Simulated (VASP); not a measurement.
# MgW (Cmmm) in VASP: a series of runs, part 2 of 3

VASP 6.6.1.

## 3. Single point, PBE

INCAR

```
SYSTEM = MgW
  ALGO = Fast
  EDIFF = 1E-6
  ENCUT = 520
  GGA = PE
  ISIF = 2
  ISMEAR = 0
  LASPH = .True.
  LCHARG = .False.
  LREAL = .False.
  LWAVE = .False.
  NBANDS = 24
  NELM = 80
  PREC = Accurate
  SIGMA = 0.1
```

KPOINTS

```
k-points
0
Gamma
  10 14 10
  0 0 0
```

POSCAR

```
MgW
1.0
    4.7438417505      0.0000000000      0.0144656603
    0.0000000000      3.3664262308      0.0000000000
   -0.0130370494      0.0000000000      4.2846437316
Mg W
2 2
Direct
    0.5000000000      0.2500044723      0.7500000000
    0.5000000000      0.7499955277      0.2500000000
    0.0000000000      0.7499979584      0.7500000000
    0.0000000000      0.2500020416      0.2500000000
```

Potentials or basis: VASP PAW PBE potentials, release 64 (Mg, W_sv).

The run is started by

```console
> cat potpaw_PBE.64/Mg/POTCAR potpaw_PBE.64/W_sv/POTCAR > POTCAR
> mpirun -np 1 vasp_std > vasp.out
```

It took 2.9 min on 1 thread of Intel Xeon 6975P-C (Granite Rapids), shared host; peak memory 0.51 GiB.

Results (log left out):

```
Free energy            : -27.1212 eV
Pressure               : 0.0 GPa
Band gap on the k mesh : zero (bands 16 and 17 overlap by 1.59 eV)
```

Stress tensor (GPa, compression positive):
```
-0.14  0.00  0.00
 0.00  0.11  0.00
 0.00  0.00  0.16
```

Levels at points of the mesh, in eV from the Fermi level:
```csv
k point,band 12,band 13,band 14,band 15,band 16,band 17,band 18,band 19,band 20,band 21
"(0.00, 0.00, 0.00)",-2.50,-2.30,-0.68,-0.68,-0.42,0.55,2.28,3.12,3.41,4.75
"(0.50, 0.00, 0.00)",-2.99,-2.48,-1.72,-0.69,1.01,2.24,2.64,3.04,3.24,3.46
"(0.00, 0.50, 0.00)",-1.95,-1.35,-1.35,-1.03,-1.03,-0.02,-0.02,2.99,2.99,5.04
"(0.50, 0.50, 0.00)",-2.86,-0.86,-0.86,-0.57,-0.57,-0.17,-0.17,1.05,1.05,3.14
"(0.00, 0.00, 0.50)",-2.06,-1.81,-1.81,0.15,0.15,0.46,0.46,0.75,0.75,5.25
"(0.50, 0.00, 0.50)",-4.11,-0.64,-0.64,0.25,0.25,0.51,0.51,0.54,0.54,1.50
"(0.00, 0.50, 0.50)",-3.05,-2.22,-2.22,-1.42,-1.42,2.71,2.71,2.88,2.88,4.35
"(0.50, 0.50, 0.50)",-3.69,-1.00,-1.00,-0.33,-0.33,0.37,0.37,2.72,2.72,2.76
```

Caveat: spin-orbit coupling is left out, which moves the levels of the heavy elements.

## 4. Single point, PBE (16.08 Å³/atom)

This run uses another cell than the first one, of 16.08 Å³/atom.

INCAR

```
PREC = Accurate
ENCUT = 520
EDIFF = 1E-6
ISMEAR = 0
SIGMA = 0.1
LREAL = F
LASPH = T
NELM = 60
ALGO = Fast
ISIF = 2
LWAVE = F
LCHARG = F
GGA = PE
NBANDS = 24
```

KPOINTS

```
regular mesh
0
Gamma
  10 14 10
```

POSCAR

```
MgW
1.0
    4.6140666153      0.0000000000      0.0140547580
    0.0000000000      3.3164867308      0.0000000000
   -0.0128032208      0.0000000000      4.2031967898
Mg W
2 2
Direct
    0.5000000000      0.2500000000      0.7500000000
    0.5000000000      0.7500000000      0.2500000000
    0.0000000000      0.7500000000      0.7500000000
    0.0000000000      0.2500000000      0.2500000000
```

Potentials or basis: VASP PAW PBE potentials, release 64 (Mg, W_sv).

The run is started by

```console
> cat potpaw_PBE.64/Mg/POTCAR potpaw_PBE.64/W_sv/POTCAR > POTCAR
> mpirun -np 1 vasp_std > vasp.out
```

OUTCAR:

```text
PREC = Accurate
   ENCUT = 520
   EDIFF = 1E-6
   ISMEAR = 0
   LREAL = F
   LASPH = T
   NELM = 60
   ISIF = 2
   GGA = PE

 ion  position               nearest neighbor table
   1  0.500  0.250  0.750-   2 2.68   2 2.68   2 2.68   2 2.68   3 2.84   3 2.84   3 2.84   3 2.84
                             4 3.12   4 3.12   4 3.12   4 3.12
   2  0.500  0.750  0.250-   1 2.68   1 2.68   1 2.68   1 2.68   4 2.84   4 2.84   4 2.84   4 2.84
                             3 3.12   3 3.12   3 3.12   3 3.12
   3  0.000  0.750  0.750-   4 2.68   4 2.68   4 2.68   4 2.68   1 2.84   1 2.84   1 2.84   1 2.84
                             2 3.12   2 3.12   2 3.12   2 3.12
   4  0.000  0.250  0.250-   3 2.68   3 2.68   3 2.68   3 2.68   2 2.84   2 2.84   2 2.84   2 2.84
                             1 3.12   1 3.12   1 3.12   1 3.12

  LATTYP: Found a simple orthorhombic cell.
 ALAT       =     3.3164867308
 B/A-ratio  =     1.2673701512
 C/A-ratio  =     1.3912577965

  Lattice vectors:

 A1 = (   0.0000000000,   3.3164867308,   0.0000000000)
 A2 = (  -0.0128032208,   0.0000000000,   4.2031967898)
 A3 = (   4.6140666153,   0.0000000000,   0.0140547580)

Analysis of symmetry for initial positions (statically):
=====================================================================
 Subroutine PRICEL returns following result:

  LATTYP: Found a base centered orthorhombic cell.
 ALAT       =     3.3164867308
 B/A-ratio  =     1.2673701512
 C/A-ratio  =     1.3912577965

  Lattice vectors:

 A1 = (   0.0064016104,   1.6582433654,  -2.1015983949)
 A2 = (  -0.0064016104,   1.6582433654,   2.1015983949)
 A3 = (   4.6140666153,   0.0000000000,   0.0140547580)

   2 primitive cells build up your supercell.

 Routine SETGRP: Setting up the symmetry group for a
 simple orthorhombic supercell.

 Subroutine GETGRP returns: Found  8 space group operations
 (whereof  4 operations were pure point group operations)
 out of a pool of  8 trial point group operations.

[... 141 lines left out ...]
   EMIN   =  10.00;   EMAX   =-10.00  energy-range for DOS
   EFERMI =   0.00;   METHOD = LEGACY
   ISMEAR =     0;   SIGMA  =   0.10  broadening in eV -4-tet -1-fermi 0-gaus
   EFERMI_NEDOS =   21; number of points for ismear=-14 and -15
   IALGO  =     68    algorithm
   IMIX   =      4    mixing-type and parameters
     AMIX     =   0.40;   BMIX     =  1.00
     AMIX_MAG =   1.60;   BMIX_MAG =  1.00
  volume/ion in A,a.u.               =      16.08       108.51
  Fermi-wavevector in a.u.,A,eV,Ry     =   1.297208  2.451367 22.895175  1.682748
  Thomas-Fermi vector in A             =   2.428615
   LORBIT       =      0    0 simple, 1 ext, 2 COOP (PROOUT), +10 PAW based schemes
   GGA     = PE    functional components
   LHFCALC =     F    Hartree Fock is set to
   AEXX    =    0.0000 exact exchange contribution
   IVDW    =     0    specifies the selected vdW correction
   LEPSILON=     F    determine dielectric tensor
   LRPA    =     F    only Hartree local field effects (RPA)
 non-spin polarized calculation
 RMM-DIIS sequential band-by-band and
 Gauss-broadening in eV      SIGMA  =   0.10
  energy-cutoff  :      520.00
  volume of cell :       64.32
 maximum number of plane-waves:      1752
 NGX is ok and might be reduce to    36
   NGX = 17   NGY = 13   NGZ = 15

 number of electron      32.0000000 magnetization

 Free energy of the ion-electron system (eV)
  ---------------------------------------------------
  ext. energy  EPLUGINS =         0.00000000
  ---------------------------------------------------
  free energy    TOTEN  =       -26.99933994 eV

  energy without entropy =      -26.99020245  energy(sigma->0) =      -26.99477119

 E-fermi :   7.3409     XC(G=0): -11.6419

 val. band max:        7.3404378502   @ k =   0.4000   0.4286   0.2000
 cond. band min:       7.3424147448   @ k =   0.5000   0.4286   0.1000
 fundamental gap:      0.0019768946
 Fermi energy:         7.3409260726

 k-point     1 :       0.0000    0.0000    0.0000
  band No.  band energies     occupation
      1     -66.2603      2.00000
      2     -66.1049      2.00000
      3     -31.0052      2.00000
      4     -30.6427      2.00000
      5     -30.5846      2.00000
      6     -30.3400      2.00000
[... 637 lines left out ...]
     23      13.3776      0.00000
     24      14.5956      0.00000

 [... further k-points ...]
[... 5 lines left out ...]
  --------------------------------------------------------------------------------------
  -------------------------------------------------------------------------------------
  Total        3.8941568      4.0236942      4.0355837      0.0000000     -0.0000000     -0.0004308
  in kB       97.0014316    100.2281409    100.5243010      0.0000000     -0.0000000     -0.0107310
  external PRESSURE =      99.2512912 kB  Pullay stress =       0.0000000 kB

 VOLUME and BASIS-vectors are now :
 -----------------------------------------------------------------------------
  energy-cutoff  :      520.00
  volume of cell :       64.32
      direct lattice vectors                 reciprocal lattice vectors
     4.614066615  0.000000000  0.014054758     0.216726546  0.000000000  0.000660164
     0.000000000  3.316486731  0.000000000     0.000000000  0.301523896  0.000000000
    -0.012803221  0.000000000  4.203196790    -0.000724696  0.000000000  0.237911945

 POSITION                                       TOTAL-FORCE (eV/Angst)
 -----------------------------------------------------------------------------------
      2.29743      0.82912      3.15942         0.000000     -0.000000      0.000000
      2.30383      2.48737      1.05783        -0.000000     -0.000000     -0.000000
     -0.00960      2.48737      3.15240         0.000000      0.000000     -0.000000
     -0.00320      0.82912      1.05080        -0.000000      0.000000     -0.000000
 -----------------------------------------------------------------------------------
    total drift:                                0.000000      0.000000      0.000000

  FREE ENERGIE OF THE ION-ELECTRON SYSTEM (eV)
  ---------------------------------------------------
  free  energy   TOTEN  =       -26.9993399356 eV

  energy  without entropy=      -26.9902024485  energy(sigma->0) =      -26.99477119
```

Wall time 5.3 min (1 thread of Intel Xeon Platinum 8259CL at 2.50GHz (Skylake/Cascade Lake), shared host); peak memory 0.48 GiB.

What came out:

| Quantity | Value |
| --- | --- |
| Free energy | -26.9993 eV |
| Pressure | 9.9 GPa |
| Band gap on the k mesh | zero (bands 16 and 17 overlap by 1.71 eV) |

Caveat: the cell stands under pressure; spin-orbit coupling is left out, which moves the levels of the heavy elements.

(Part 2 of 3 ends here.)
